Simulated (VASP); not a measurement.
# SnPt3 (Pm-3m) in VASP: notebook

The runs below take SnPt3 through single point, relaxation of cell and atoms, with LDA.

Program: VASP 6.6.1. These are calculated values, not measurements. Logs are shortened: lines on timing, memory, paths and dates and some standing lists are left out, and cuts for length are marked.

## (1) The cell of the first run

The structure is cubic, space group Pm-3m (No. 221). The conventional cell has a = 3.980 Å, b = 3.980 Å, c = 3.980 Å, α = 90.00°, β = 90.00°, γ = 90.00°. Within 3.7 Å of Sn (site symmetry m-3m) lie 12 Pt at 2.81 Å. Within 3.7 Å of Pt (site symmetry 4/mmm) lie 4 Sn at 2.81 Å and 8 Pt at 2.81 Å.

## (2) Single point, LDA

File INCAR:

```
  PREC = Accurate
  ENCUT = 520
  EDIFF = 1E-6
  ISMEAR = 0
  SIGMA = 0.1
  LREAL = False
  LASPH = True
  NELM = 100
  ALGO = Normal
  ISIF = 2
  LWAVE = False
  LCHARG = False
  NBANDS = 30
```

File KPOINTS:

```
Automatic mesh
0
Gamma
  10 10 10
```

File POSCAR:

```
SnPt3
1.0
    3.9797233601      0.0000000000      0.0000000000
    0.0000000000      3.9797233601      0.0000000000
    0.0000000000      0.0000000000      3.9797233601
Sn Pt
1 3
Direct
    0.0000000000      0.0000000000      0.0000000000
    0.0000000000      0.5000000000      0.5000000000
    0.5000000000      0.0000000000      0.5000000000
    0.5000000000      0.5000000000      0.0000000000
```

Potentials or basis: VASP PAW LDA potentials, release 64 (Sn_d, Pt).

On the command line:

```sh
cat potpaw_LDA.64/Sn_d/POTCAR potpaw_LDA.64/Pt/POTCAR > POTCAR
mpirun -np 1 vasp_std > vasp.out
```

OUTCAR:

```text
PREC = Accurate
   ENCUT = 520
   EDIFF = 1E-6
   ISMEAR = 0
   LREAL = False
   LASPH = True
   NELM = 100
   ISIF = 2

 ion  position               nearest neighbor table
   1  0.000  0.000  0.000-   2 2.81   3 2.81   4 2.81   2 2.81   3 2.81   2 2.81   4 2.81   2 2.81
                             3 2.81   4 2.81   3 2.81   4 2.81
   2  0.000  0.500  0.500-   1 2.81   3 2.81   4 2.81   1 2.81   4 2.81   1 2.81   3 2.81   1 2.81
                             3 2.81   4 2.81   4 2.81   3 2.81
   3  0.500  0.000  0.500-   1 2.81   2 2.81   4 2.81   1 2.81   4 2.81   2 2.81   4 2.81   4 2.81
                             1 2.81   2 2.81   1 2.81   2 2.81
   4  0.500  0.500  0.000-   1 2.81   2 2.81   3 2.81   2 2.81   3 2.81   1 2.81   3 2.81   3 2.81
                             1 2.81   2 2.81   2 2.81   1 2.81

  LATTYP: Found a simple cubic cell.
 ALAT       =     3.9797233601

  Lattice vectors:

 A1 = (   3.9797233601,   0.0000000000,   0.0000000000)
 A2 = (   0.0000000000,   3.9797233601,   0.0000000000)
 A3 = (   0.0000000000,   0.0000000000,   3.9797233601)

Analysis of symmetry for initial positions (statically):
=====================================================================
 Subroutine PRICEL returns:
 Original cell was already a primitive cell.

 Routine SETGRP: Setting up the symmetry group for a
 simple cubic supercell.

 Subroutine GETGRP returns: Found 48 space group operations
 (whereof 48 operations were pure point group operations)
 out of a pool of 48 trial point group operations.

The static configuration has the point symmetry O_h .

Analysis of symmetry for dynamics (positions and initial velocities):
=====================================================================
 Subroutine PRICEL returns:
 Original cell was already a primitive cell.

 Routine SETGRP: Setting up the symmetry group for a
 simple cubic supercell.

 Subroutine GETGRP returns: Found 48 space group operations
 (whereof 48 operations were pure point group operations)
 out of a pool of 48 trial point group operations.

The dynamic configuration has the point symmetry O_h .

 Subroutine INISYM returns: Found 48 space group operations
 (whereof 48 operations are pure point group operations),
 and found     1 'primitive' translations

----------------------------------------------------------------------------------------

                                     Primitive cell

  volume of cell :      63.0316

  direct lattice vectors                    reciprocal lattice vectors
     3.979723360  0.000000000  0.000000000     0.251273747  0.000000000  0.000000000
     0.000000000  3.979723360  0.000000000     0.000000000  0.251273747  0.000000000
     0.000000000  0.000000000  3.979723360     0.000000000  0.000000000  0.251273747

  length of vectors
     3.979723360  3.979723360  3.979723360     0.251273747  0.251273747  0.251273747

  position of ions in fractional coordinates (direct lattice)
     0.000000000  0.000000000  0.000000000
     0.000000000  0.500000000  0.500000000
     0.500000000  0.000000000  0.500000000
     0.500000000  0.500000000  0.000000000

  ion indices of the primitive-cell ions
   primitive index   ion index
                 1           1
                 2           2
                 3           3
                 4           4

----------------------------------------------------------------------------------------

 KPOINTS: Automatic mesh

Automatic generation of k-mesh.
 Grid dimensions read from file:
 generate k-points for:   10   10   10

 Generating k-lattice:

  Cartesian coordinates                     Fractional coordinates (reciprocal lattice)
     0.025127375  0.000000000  0.000000000     0.100000000  0.000000000  0.000000000
     0.000000000  0.025127375  0.000000000     0.000000000  0.100000000  0.000000000
     0.000000000  0.000000000  0.025127375     0.000000000  0.000000000  0.100000000

  Length of vectors
     0.025127375  0.025127375  0.025127375

  Shift w.r.t. Gamma in fractional coordinates (k-lattice)
     0.000000000  0.000000000  0.000000000

 Subroutine IBZKPT returns following result:
 ===========================================

 Found     56 irreducible k-points:

 Following reciprocal coordinates:
            Coordinates               Weight
  0.000000  0.000000  0.000000      1.000000
  0.100000  0.000000  0.000000      6.000000
  0.200000  0.000000  0.000000      6.000000
  0.300000  0.000000  0.000000      6.000000
  0.400000  0.000000  0.000000      6.000000
  0.500000  0.000000  0.000000      3.000000
[... 16 lines left out ...]
  0.200000  0.100000  0.100000     24.000000
  0.300000  0.100000  0.100000     24.000000
 [... further k-points ...]
   k-points           NKPTS =     56   k-points in BZ     NKDIM =     56   number of bands    NBANDS=     30
   number of dos      NEDOS =    301   number of ions     NIONS =      4
   total plane-waves  NPLWV =  27000
   dimension x,y,z NGX =    30 NGY =   30 NGZ =   30
   dimension x,y,z NGXF=    60 NGYF=   60 NGZF=   60
   ions per type =               1   3
   NGX,Y,Z   is equivalent  to a cutoff of  12.53, 12.53, 12.53 a.u.
   NGXF,Y,Z  is equivalent  to a cutoff of  25.06, 25.06, 25.06 a.u.
 SYSTEM =  unknown system
   PREC   = accura    normal or accurate (medium, high low for compatibility)
   ISTART =      0    job   : 0-new  1-cont  2-samecut
   ICHARG =      2    charge: 1-file 2-atom 10-const
   ISPIN  =      1    spin polarized calculation?
   LNONCOLLINEAR =      F non collinear calculations
   LSORBIT =      F    spin-orbit coupling
   LASPH  =      T    aspherical Exc in radial PAW
   ENCUT  =  520.0 eV  38.22 Ry    6.18 a.u.   7.40  7.40  7.40*2*pi/ulx,y,z
   NELM   =    100;   NELMIN=  2; NELMDL= -5     # of ELM steps
   EDIFF  = 0.1E-05   stopping-criterion for ELM
   LREAL  =      F    real-space projection
   EDIFFG = 0.1E-04   stopping-criterion for IOM
   NSW    =      0    number of steps for IOM
   IBRION =     -1    ionic relax: 0-MD 1-quasi-New 2-CG
   NFREE  =      0    steps in history (QN), initial steepest desc. (CG)
   ISIF   =      2    stress and relaxation
   ISYM   =      2    0-nonsym 1-usesym 2-fastsym
   POTIM  = 0.5000    time-step for ionic-motion
   TEBEG  =    0.0;   TEEND  =   0.0 temperature during run
   PSTRESS=    0.0 pullay stress
   NELECT =      44.0000    total number of electrons
   NUPDOWN=      -1.0000    fix difference up-down
   EMIN   =  10.00;   EMAX   =-10.00  energy-range for DOS
   EFERMI =   0.00;   METHOD = LEGACY
   ISMEAR =     0;   SIGMA  =   0.10  broadening in eV -4-tet -1-fermi 0-gaus
   EFERMI_NEDOS =   21; number of points for ismear=-14 and -15
   IALGO  =     38    algorithm
   IMIX   =      4    mixing-type and parameters
     AMIX     =   0.40;   BMIX     =  1.00
     AMIX_MAG =   1.60;   BMIX_MAG =  1.00
  volume/ion in A,a.u.               =      15.76       106.34
  Fermi-wavevector in a.u.,A,eV,Ry     =   1.452244  2.744343 28.694848  2.109012
  Thomas-Fermi vector in A             =   2.569648
   LORBIT       =      0    0 simple, 1 ext, 2 COOP (PROOUT), +10 PAW based schemes
   GGA     = CA    functional components
   LHFCALC =     F    Hartree Fock is set to
   AEXX    =    0.0000 exact exchange contribution
   IVDW    =     0    specifies the selected vdW correction
   LEPSILON=     F    determine dielectric tensor
   LRPA    =     F    only Hartree local field effects (RPA)
 non-spin polarized calculation
 Gauss-broadening in eV      SIGMA  =   0.10
  energy-cutoff  :      520.00
  volume of cell :       63.03
 maximum number of plane-waves:      1743
 NGX is ok and might be reduce to    30
   NGX = 15   NGY = 15   NGZ = 15

 number of electron      44.0000020 magnetization

 Free energy of the ion-electron system (eV)
  ---------------------------------------------------
  ext. energy  EPLUGINS =         0.00000000
  ---------------------------------------------------
  free energy    TOTEN  =       -28.58836843 eV

  energy without entropy =      -28.58313441  energy(sigma->0) =      -28.58575142

 E-fermi :  12.1004     XC(G=0): -13.4165

 val. band max:       12.0895946582   @ k =   0.1000   0.1000   0.1000
 cond. band min:      12.1113958182   @ k =   0.1000   0.1000   0.0000
 fundamental gap:      0.0218011600
 Fermi energy:        12.1003881632

 k-point     1 :       0.0000    0.0000    0.0000
  band No.  band energies     occupation
      1      -9.8309      2.00000
      2      -9.8309      2.00000
      3      -9.8149      2.00000
      4      -9.8149      2.00000
      5      -9.8149      2.00000
      6      -0.1273      2.00000
[... 22 lines left out ...]
     29      19.8549      0.00000
     30      19.8549      0.00000

 k-point     2 :       0.1000    0.0000    0.0000
  band No.  band energies     occupation
      1      -9.8292      2.00000
      2      -9.8263      2.00000
      3      -9.8146      2.00000
      4      -9.8133      2.00000
      5      -9.8133      2.00000
      6      -0.0127      2.00000
[... 22 lines left out ...]
     29      19.9492      0.00000
     30      20.5486      0.00000

 k-point     3 :       0.2000    0.0000    0.0000
  band No.  band energies     occupation
      1      -9.8248      2.00000
      2      -9.8143      2.00000
      3      -9.8137      2.00000
      4      -9.8090      2.00000
      5      -9.8090      2.00000
      6       0.3249      2.00000
[... 22 lines left out ...]
     29      19.8655      0.00000
     30      20.8621      0.00000

 k-point     4 :       0.3000    0.0000    0.0000
  band No.  band energies     occupation
      1      -9.8193      2.00000
      2      -9.8128      2.00000
      3      -9.8038      2.00000
      4      -9.8038      2.00000
      5      -9.7995      2.00000
      6       0.8630      2.00000
[... 616 lines left out ...]
     29      20.8661      0.00000
     30      20.8661      0.00000

 k-point    23 :       0.2000    0.1000    0.1000
  band No.  band energies     occupation
      1      -9.8200      2.00000
      2      -9.8140      2.00000
      3      -9.8096      2.00000
      4      -9.8071      2.00000
      5      -9.8064      2.00000
      6       0.5407      2.00000
[... 22 lines left out ...]
     29      20.0742      0.00000
     30      21.2792      0.00000

 k-point    24 :       0.3000    0.1000    0.1000
  band No.  band energies     occupation
      1      -9.8155      2.00000
      2      -9.8109      2.00000
      3      -9.8055      2.00000
      4      -9.8032      2.00000
      5      -9.7947      2.00000
      6       1.0613      2.00000
[... 22 lines left out ...]
     29      20.2660      0.00000
     30      21.5685      0.00000

 [... further k-points ...]

------------------------ aborting loop because EDIFF is reached ----------------------------------------

  FORCE on cell =-STRESS in cart. coord.  units (eV):
  Direction    XX          YY          ZZ          XY          YZ          ZX
  --------------------------------------------------------------------------------------
  -------------------------------------------------------------------------------------
  Total        0.3343086      0.3343086      0.3343086      0.0000000     -0.0000000      0.0000000
  in kB        8.4976616      8.4976616      8.4976616      0.0000000     -0.0000000      0.0000000
  external PRESSURE =       8.4976616 kB  Pullay stress =       0.0000000 kB

 VOLUME and BASIS-vectors are now :
 -----------------------------------------------------------------------------
  energy-cutoff  :      520.00
  volume of cell :       63.03
      direct lattice vectors                 reciprocal lattice vectors
     3.979723360  0.000000000  0.000000000     0.251273747  0.000000000  0.000000000
     0.000000000  3.979723360  0.000000000     0.000000000  0.251273747  0.000000000
     0.000000000  0.000000000  3.979723360     0.000000000  0.000000000  0.251273747

 POSITION                                       TOTAL-FORCE (eV/Angst)
 -----------------------------------------------------------------------------------
      0.00000      0.00000      0.00000         0.000000      0.000000      0.000000
      0.00000      1.98986      1.98986         0.000000      0.000000      0.000000
      1.98986      0.00000      1.98986         0.000000      0.000000      0.000000
      1.98986      1.98986      0.00000         0.000000      0.000000      0.000000
 -----------------------------------------------------------------------------------
    total drift:                                0.000000      0.000000     -0.000000

  FREE ENERGIE OF THE ION-ELECTRON SYSTEM (eV)
  ---------------------------------------------------
  free  energy   TOTEN  =       -28.5883684310 eV

  energy  without entropy=      -28.5831344108  energy(sigma->0) =      -28.58575142
```

It took 63 s on 1 thread of Intel Xeon Platinum 8259CL at 2.50GHz (Skylake/Cascade Lake), shared host; peak memory 0.21 GiB.

Results:

```
Free energy            : -28.5884 eV
Pressure               : 0.8 GPa
Band gap on the k mesh : zero (band 22 reaches 12.26 eV, above the bottom of band 23 at 11.79 eV)
```

Levels at points of the mesh, in eV from the Fermi level:
```
           k point  band 19  band 20  band 21  band 22  band 23  band 24  band 25  band 26
(0.00, 0.00, 0.00)    -1.25    -1.25    -0.40     0.15     0.15     0.15     3.01     6.40
(0.50, 0.00, 0.00)    -2.56    -2.42    -1.14     0.16     1.85     3.95     3.95     5.41
(0.50, 0.50, 0.00)    -2.66    -2.14    -1.97    -1.59     0.95     0.95     5.16     6.80
(0.50, 0.50, 0.50)    -2.14    -2.14    -0.80    -0.31    -0.31    -0.31     0.95     3.74
```

Caveat: spin-orbit coupling is left out, which moves the levels of the heavy elements.

## (3) Relaxation of cell and atoms, LDA

This run uses another cell than the first one, of 16.74 Å³/atom, 1.062 times its volume.

File INCAR:

```
SYSTEM = SnPt3
PREC = Accurate
ENCUT = 600
EDIFF = 1E-7
ISMEAR = 0
SIGMA = 0.1
LREAL = .FALSE.
LASPH = .TRUE.
NELM = 100
ALGO = Fast
ISIF = 3
LWAVE = .FALSE.
LCHARG = .FALSE.
GGA = CA
IBRION = 2
NSW = 70
EDIFFG = -0.005
```

File KPOINTS:

```
regular mesh
0
G
  10 10 10
  0 0 0
```

File POSCAR:

```
SnPt3
1.0
    4.0605959511      0.0000000000      0.0000000000
    0.0000000000      4.0605959511      0.0000000000
    0.0000000000      0.0000000000      4.0605959511
Sn Pt
1 3
Direct
    0.0000000000      0.0000000000      0.0000000000
    0.0000000000      0.5000000000      0.5000000000
    0.5000000000      0.0000000000      0.5000000000
    0.5000000000      0.5000000000      0.0000000000
```

Potentials or basis: VASP PAW LDA potentials, release 64 (Sn_d, Pt).

On the command line:

```sh
cat potpaw_LDA.64/Sn_d/POTCAR potpaw_LDA.64/Pt/POTCAR > POTCAR
mpirun -np 1 vasp_std > vasp.out
```

Wall time 5.6 min (1 thread of Intel Xeon Platinum 8259CL at 2.50GHz (Skylake/Cascade Lake), shared host); peak memory 0.24 GiB.

Results (log left out):

* Free energy: -28.5895 eV
* Relaxed volume: 15.82 Å³/atom
* Relaxed cell: a = 3.985 Å, b = 3.985 Å, c = 3.985 Å, α = 90.00°, β = 90.00°, γ = 90.00°
* Space group after relaxing (to 0.05 Å): Pm-3m (No. 221)
* Energy gained by relaxing: 36.5 meV/atom
* Ionic steps: 7
* Pressure after relaxing: 0.0 GPa
* Band gap on the k mesh: zero (band 22 reaches 12.18 eV, above the bottom of band 23 at 11.72 eV)

Step by step:
```tsv
step	energy change (eV)	largest force (eV/Å)	pressure (GPa)	volume (Å³)
1	0.0000	0.0000	-11.98	66.95
2	0.8007	0.0000	45.01	55.54
3	-0.1458	0.0000	-0.63	63.42
4	-0.1462	0.0000	-0.13	63.29
5	-0.1462	0.0000	0.14	63.22
6	-0.1461	0.0000	-0.28	63.33
7	-0.1462	0.0000	-0.01	63.26
```

Final structure:
```yaml
crystal:
  lattice:
    - [3.98456, 0.00000, 0.00000]
    - [0.00000, 3.98456, 0.00000]
    - [0.00000, 0.00000, 3.98456]
  atoms:
    - { symbol: Sn, position: [0.00000, 0.00000, 0.00000] }
    - { symbol: Pt, position: [0.00000, 0.50000, 0.50000] }
    - { symbol: Pt, position: [0.50000, 0.00000, 0.50000] }
    - { symbol: Pt, position: [0.50000, 0.50000, 0.00000] }
```

Levels at points of the mesh, in eV from the Fermi level:
```csv
k point,band 20,band 21,band 22,band 23,band 24,band 25
"(0.00, 0.00, 0.00)",-1.25,-0.40,0.15,0.15,0.15,2.98
"(0.50, 0.00, 0.00)",-2.41,-1.14,0.15,1.84,3.94,3.94
"(0.50, 0.50, 0.00)",-2.13,-1.96,-1.59,0.94,0.94,5.15
"(0.50, 0.50, 0.50)",-2.13,-0.79,-0.31,-0.31,-0.31,0.94
```

Caveat: spin-orbit coupling is left out, which moves the levels of the heavy elements. LDA usually gives volumes a few per cent too small.
